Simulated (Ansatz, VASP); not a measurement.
**AlPt in VASP and in Ansatz**

File INCAR:

```
SYSTEM = AlPt
ALGO = Normal
EDIFF = 1E-6
ENCUT = 520
GGA = PS
ISIF = 2
ISMEAR = -1
LASPH = .True.
LCHARG = .False.
LREAL = .False.
LWAVE = .False.
NBANDS = 14
NELM = 80
PREC = Accurate
SIGMA = 0.05
```

File KPOINTS:

```
k-points
0
Gamma
  13 13 13
  0 0 0
```

The input POSCAR:

```
AlPt
1.0
    3.0604204936      0.0000000000      0.0000000000
    0.0000000000      3.0604204936      0.0000000000
    0.0000000000      0.0000000000      3.0604204936
Al Pt
1 1
Direct
    0.0000000000      0.0000000000      0.0000000000
    0.5000000000      0.5000000000      0.5000000000
```

Input for Ansatz:

```yaml
crystal:
  lattice:
    - [3.0604204936, 0.0, 0.0]
    - [0.0, 3.0604204936, 0.0]
    - [0.0, 0.0, 3.0604204936]
  atoms:
    - { symbol: Al, position: [0.0, 0.0, 0.0] }
    - { symbol: Pt, position: [0.5, 0.5, 0.5] }
kpoints:
  mp_grid: { grid: [13, 13, 13] }
  band_path:
    path:
      - [0.0, 0.0, 0.0]
      - [0.0, 0.5, 0.0]
      - [0.5, 0.5, 0.0]
      - [0.0, 0.0, 0.0]
      - [0.5, 0.5, 0.5]
      - [0.0, 0.5, 0.0]
      - [0.5, 0.5, 0.5]
      - [0.5, 0.5, 0.0]
    npoints: 14
scf:
  occupations: { method: fermi_dirac, width: 0.05 }
hamiltonian:
  xc: pbesol
  pseudopotentials: { kind: all_electron, lapw: { basis_error: 0.0005 } }
output:
  forces: true
  stress: true
  eigenvalues: true
  populations: true
  dos: { projected: true, de: 0.2, e_range: [-14, 8] }
```

Alike in both runs: task single point; functional PBEsol; k mesh 13 × 13 × 13; occupations fermi-dirac, width 0.05 eV; no spin polarisation.

```csv
,VASP,Ansatz
version,VASP 6.6.1,Ansatz 0.2.0
potentials or method,"VASP PAW PBE potentials, release 64 (Al, Pt), cutoff 520 eV","all-electron LAPW, scalar-relativistic"
```

|  | VASP | Ansatz | Ansatz less VASP |
| --- | --- | --- | --- |
| pressure (GPa) | -0.1 | 0.0 | +0.07 |

VASP's potentials were made for PBE, not for PBEsol. Ansatz ran all-electron here, and VASP with PAW potentials.

Neither program's run includes spin-orbit coupling.
